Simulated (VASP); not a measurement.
# AgSnF3 (P6_3/mmc) in VASP: further runs, part 2 of 3

VASP 6.6.1.

## (3) Single point, PBE

This run uses another cell than the first one, of 18.60 Å³/atom.

Input file INCAR:

```
PREC     = Accurate       # precision mode
ENCUT    = 520            # plane-wave cutoff, eV
EDIFF    = 1E-6           # SCF threshold, eV
ISMEAR   = 0              # smearing method
SIGMA    = 0.1            # smearing width, eV
LREAL    = False          # projectors in reciprocal space
LASPH    = True           # aspherical terms in the spheres
NELM     = 100            # most SCF steps
ALGO     = Normal         # electronic algorithm
ISIF     = 2              # what is computed and relaxed
LWAVE    = False          # write WAVECAR
LCHARG   = False          # write CHGCAR
GGA      = PE             # functional
NBANDS   = 57             # bands
```

Input file KPOINTS:

```
regular mesh
0
Gamma
  6 6 4
```

Input file POSCAR:

```
AgSnF3
1.0
    5.5247275120     -0.0000000028      0.0000000000
   -2.7623637536      4.7845543757      0.0000000000
    0.0000000000      0.0000000000      7.0376326963
Ag Sn F
2 2 6
Direct
    0.3333333333      0.6666666667      0.7500000000
    0.6666666667      0.3333333333      0.2500000000
    0.0000000000      0.0000000000      0.0000000000
    0.0000000000      0.0000000000      0.5000000000
    0.8335913729      0.6671827458      0.7500000000
    0.3328172542      0.1664086271      0.7500000000
    0.8335913729      0.1664086271      0.7500000000
    0.1664086271      0.3328172542      0.2500000000
    0.6671827458      0.8335913729      0.2500000000
    0.1664086271      0.8335913729      0.2500000000
```

Potentials or basis: VASP PAW PBE potentials, release 64 (Ag, Sn_d, F).

Launch:

```console
cat potpaw_PBE.64/Ag/POTCAR potpaw_PBE.64/Sn_d/POTCAR potpaw_PBE.64/F/POTCAR > POTCAR
mpirun -np 1 vasp_std > vasp.out
```

OUTCAR:

```text
PREC = Accurate
   ENCUT = 520
   EDIFF = 1E-6
   ISMEAR = 0
   LREAL = False
   LASPH = True
   NELM = 100
   ISIF = 2
   GGA = PE

 ion  position               nearest neighbor table
   1  0.333  0.667  0.750-   3 3.64   4 3.64   3 3.64   4 3.64   3 3.64   4 3.64
   2  0.667  0.333  0.250-   3 3.64   4 3.64   3 3.64   4 3.64   3 3.64   4 3.64
   3  0.000  0.000  0.000-   5 2.37   8 2.37   6 2.37   9 2.37   7 2.37  10 2.37   4 3.52   4 3.52
                             1 3.64   2 3.64   1 3.64   2 3.64   2 3.64   1 3.64
   4  0.000  0.000  0.500-   5 2.37   8 2.37   6 2.37   9 2.37   7 2.37  10 2.37   3 3.52   3 3.52
                             1 3.64   2 3.64   1 3.64   2 3.64   2 3.64   1 3.64
   5  0.834  0.667  0.750-   3 2.37   4 2.37
   6  0.333  0.166  0.750-   3 2.37   4 2.37
   7  0.834  0.166  0.750-   3 2.37   4 2.37
   8  0.166  0.333  0.250-   3 2.37   4 2.37
   9  0.667  0.834  0.250-   3 2.37   4 2.37
  10  0.166  0.834  0.250-   3 2.37   4 2.37

  LATTYP: Found a hexagonal cell.
 ALAT       =     5.5247275120
 C/A-ratio  =     1.2738424983

  Lattice vectors:

 A1 = (   5.5247275120,  -0.0000000028,   0.0000000000)
 A2 = (  -2.7623637536,   4.7845543757,   0.0000000000)
 A3 = (   0.0000000000,   0.0000000000,   7.0376326963)

Analysis of symmetry for initial positions (statically):
=====================================================================
 Subroutine PRICEL returns:
 Original cell was already a primitive cell.

 Routine SETGRP: Setting up the symmetry group for a
 hexagonal supercell.

 Subroutine GETGRP returns: Found 24 space group operations
 (whereof 12 operations were pure point group operations)
 out of a pool of 24 trial point group operations.

The static configuration has the point symmetry D_3d.
 The point group associated with its full space group is D_6h.

Analysis of symmetry for dynamics (positions and initial velocities):
=====================================================================
 Subroutine PRICEL returns:
 Original cell was already a primitive cell.

 Routine SETGRP: Setting up the symmetry group for a
 hexagonal supercell.

 Subroutine GETGRP returns: Found 24 space group operations
 (whereof 12 operations were pure point group operations)
 out of a pool of 24 trial point group operations.

The dynamic configuration has the point symmetry D_3d.
 The point group associated with its full space group is D_6h.

 Subroutine INISYM returns: Found 24 space group operations
 (whereof 12 operations are pure point group operations),
 and found     1 'primitive' translations

----------------------------------------------------------------------------------------

                                     Primitive cell

  volume of cell :     186.0283

  direct lattice vectors                    reciprocal lattice vectors
     5.524727512 -0.000000003  0.000000000     0.181004402  0.104502940  0.000000000
    -2.762363754  4.784554376  0.000000000     0.000000000  0.209005881  0.000000000
     0.000000000  0.000000000  7.037632696     0.000000000  0.000000000  0.142093235

  length of vectors
     5.524727512  5.524727512  7.037632696     0.209005881  0.209005881  0.142093235

[... 73 lines left out ...]
  0.333333  0.333333  0.500000      2.000000
   k-points           NKPTS =     21   k-points in BZ     NKDIM =     21   number of bands    NBANDS=     57
   number of dos      NEDOS =    301   number of ions     NIONS =     10
   total plane-waves  NPLWV =  95256
   dimension x,y,z NGX =    42 NGY =   42 NGZ =   54
   dimension x,y,z NGXF=    84 NGYF=   84 NGZF=  108
   ions per type =               2   2   6
   NGX,Y,Z   is equivalent  to a cutoff of  12.64, 12.64, 12.76 a.u.
   NGXF,Y,Z  is equivalent  to a cutoff of  25.28, 25.28, 25.51 a.u.
 SYSTEM =  unknown system
   PREC   = accura    normal or accurate (medium, high low for compatibility)
   ISTART =      0    job   : 0-new  1-cont  2-samecut
   ICHARG =      2    charge: 1-file 2-atom 10-const
   ISPIN  =      1    spin polarized calculation?
   LNONCOLLINEAR =      F non collinear calculations
   LSORBIT =      F    spin-orbit coupling
   LASPH  =      T    aspherical Exc in radial PAW
   ENCUT  =  520.0 eV  38.22 Ry    6.18 a.u.  10.27 10.27 13.09*2*pi/ulx,y,z
   NELM   =    100;   NELMIN=  2; NELMDL= -5     # of ELM steps
   EDIFF  = 0.1E-05   stopping-criterion for ELM
   LREAL  =      F    real-space projection
   EDIFFG = 0.1E-04   stopping-criterion for IOM
   NSW    =      0    number of steps for IOM
   IBRION =     -1    ionic relax: 0-MD 1-quasi-New 2-CG
   NFREE  =      0    steps in history (QN), initial steepest desc. (CG)
   ISIF   =      2    stress and relaxation
   ISYM   =      2    0-nonsym 1-usesym 2-fastsym
   POTIM  = 0.5000    time-step for ionic-motion
   TEBEG  =    0.0;   TEEND  =   0.0 temperature during run
   PSTRESS=    0.0 pullay stress
   NELECT =      92.0000    total number of electrons
   NUPDOWN=      -1.0000    fix difference up-down
   EMIN   =  10.00;   EMAX   =-10.00  energy-range for DOS
   EFERMI =   0.00;   METHOD = LEGACY
   ISMEAR =     0;   SIGMA  =   0.10  broadening in eV -4-tet -1-fermi 0-gaus
   EFERMI_NEDOS =   21; number of points for ismear=-14 and -15
   IALGO  =     38    algorithm
   IMIX   =      4    mixing-type and parameters
     AMIX     =   0.40;   BMIX     =  1.00
     AMIX_MAG =   1.60;   BMIX_MAG =  1.00
  volume/ion in A,a.u.               =      18.60       125.54
  Fermi-wavevector in a.u.,A,eV,Ry     =   1.294626  2.446489 22.804147  1.676057
  Thomas-Fermi vector in A             =   2.426197
   LORBIT       =      0    0 simple, 1 ext, 2 COOP (PROOUT), +10 PAW based schemes
   GGA     = PE    functional components
   LHFCALC =     F    Hartree Fock is set to
   AEXX    =    0.0000 exact exchange contribution
   IVDW    =     0    specifies the selected vdW correction
   LEPSILON=     F    determine dielectric tensor
   LRPA    =     F    only Hartree local field effects (RPA)
 non-spin polarized calculation
 Gauss-broadening in eV      SIGMA  =   0.10
  energy-cutoff  :      520.00
  volume of cell :      186.03
 maximum number of plane-waves:      5042
 NGX is ok and might be reduce to    42
   NGX = 21   NGY = 21   NGZ = 27

 number of electron      91.9999959 magnetization

 Free energy of the ion-electron system (eV)
  ---------------------------------------------------
  ext. energy  EPLUGINS =         0.00000000
  ---------------------------------------------------
  free energy    TOTEN  =       -38.46590633 eV

  energy without entropy =      -38.46590633  energy(sigma->0) =      -38.46590633

 E-fermi :   3.0793     XC(G=0):  -9.0687

 val. band max:        2.6612662442   @ k =   0.3333   0.3333   0.0000
 cond. band min:       3.4856442627   @ k =   0.5000   0.0000   0.0000
 fundamental gap:      0.8243780184
 Fermi energy:         3.0793211006

 k-point     1 :       0.0000    0.0000    0.0000
  band No.  band energies     occupation
      1     -20.0692      2.00000
      2     -19.9113      2.00000
      3     -19.7921      2.00000
      4     -19.7921      2.00000
      5     -19.4947      2.00000
      6     -19.4947      2.00000
[... 1249 lines left out ...]
     56       9.6000      0.00000
     57      10.7534      0.00000

------------------------ aborting loop because EDIFF is reached ----------------------------------------

  FORCE on cell =-STRESS in cart. coord.  units (eV):
  Direction    XX          YY          ZZ          XY          YZ          ZX
  --------------------------------------------------------------------------------------
  -------------------------------------------------------------------------------------
  Total       -0.1269838     -0.1269838      0.1094887      0.0000000     -0.0000000      0.0000000
  in kB       -1.0936537     -1.0936537      0.9429770      0.0000000     -0.0000000      0.0000000
  external PRESSURE =      -0.4147768 kB  Pullay stress =       0.0000000 kB

 VOLUME and BASIS-vectors are now :
 -----------------------------------------------------------------------------
  energy-cutoff  :      520.00
  volume of cell :      186.03
      direct lattice vectors                 reciprocal lattice vectors
     5.524727512 -0.000000003  0.000000000     0.181004402  0.104502940  0.000000000
    -2.762363754  4.784554376  0.000000000     0.000000000  0.209005881  0.000000000
     0.000000000  0.000000000  7.037632696     0.000000000  0.000000000  0.142093235

 POSITION                                       TOTAL-FORCE (eV/Angst)
 -----------------------------------------------------------------------------------
      0.00000      3.18970      5.27822        -0.000000      0.000000     -0.000000
      2.76236      1.59485      1.75941        -0.000000      0.000000     -0.000000
      0.00000      0.00000      0.00000        -0.000000      0.000000     -0.000000
      0.00000      0.00000      3.51882        -0.000000      0.000000     -0.000000
      2.76236      3.19217      5.27822        -0.000000     -0.013055      0.000000
      1.37904      0.79619      5.27822         0.011306      0.006527      0.000000
      4.14568      0.79619      5.27822        -0.011306      0.006527      0.000000
      0.00000      1.59238      1.75941         0.000000      0.013055      0.000000
      1.38332      3.98836      1.75941        -0.011306     -0.006527     -0.000000
     -1.38332      3.98836      1.75941         0.011306     -0.006527      0.000000
 -----------------------------------------------------------------------------------
    total drift:                                0.000000     -0.000000      0.000000

  FREE ENERGIE OF THE ION-ELECTRON SYSTEM (eV)
  ---------------------------------------------------
  free  energy   TOTEN  =       -38.4659063348 eV

  energy  without entropy=      -38.4659063346  energy(sigma->0) =      -38.46590633
```

It took 7.1 min on 1 thread of AMD EPYC 7R43 (Zen 3), shared host; peak memory 0.35 GiB.

Results:

```yaml
Free_energy: -38.4659 eV
Pressure: 0.0 GPa
Largest_force: 0.013 eV/Å
Band_gap_on_the_k_mesh: 0.82 eV (least direct gap 0.84 eV)
```

Forces in eV/Å, atoms in the order of the input:
```
Ag   0.000  0.000  0.000
Ag   0.000  0.000  0.000
Sn   0.000  0.000  0.000
Sn   0.000  0.000  0.000
F    0.000 -0.013  0.000
F    0.011  0.007  0.000
F   -0.011  0.007  0.000
F    0.000  0.013  0.000
F   -0.011 -0.007  0.000
F    0.011 -0.007  0.000
```

Stress tensor (GPa, compression positive):
```
-0.11  0.00  0.00
 0.00 -0.11  0.00
 0.00  0.00  0.09
```

Levels at points of the mesh, in eV from the valence-band top:
| k point | band 44 | band 45 | band 46 | band 47 | band 48 | band 49 |
| --- | --- | --- | --- | --- | --- | --- |
| (0.00, 0.00, 0.00) | -2.68 | -2.54 | -0.11 | 1.33 | 1.74 | 3.37 |
| (0.50, 0.00, 0.00) | -2.11 | -1.36 | -0.01 | 0.82 | 2.32 | 2.86 |
| (0.00, 0.00, 0.50) | -2.74 | -1.23 | -1.23 | 1.33 | 1.33 | 4.01 |
| (0.50, 0.00, 0.50) | -2.11 | -0.64 | -0.64 | 1.51 | 1.51 | 3.29 |

Caveat: spin-orbit coupling is left out, which moves the levels of the heavy elements.

[end of part 2 of 3]

The gap in the log of VASP goes by the Fermi energy; the results here count the filled bands.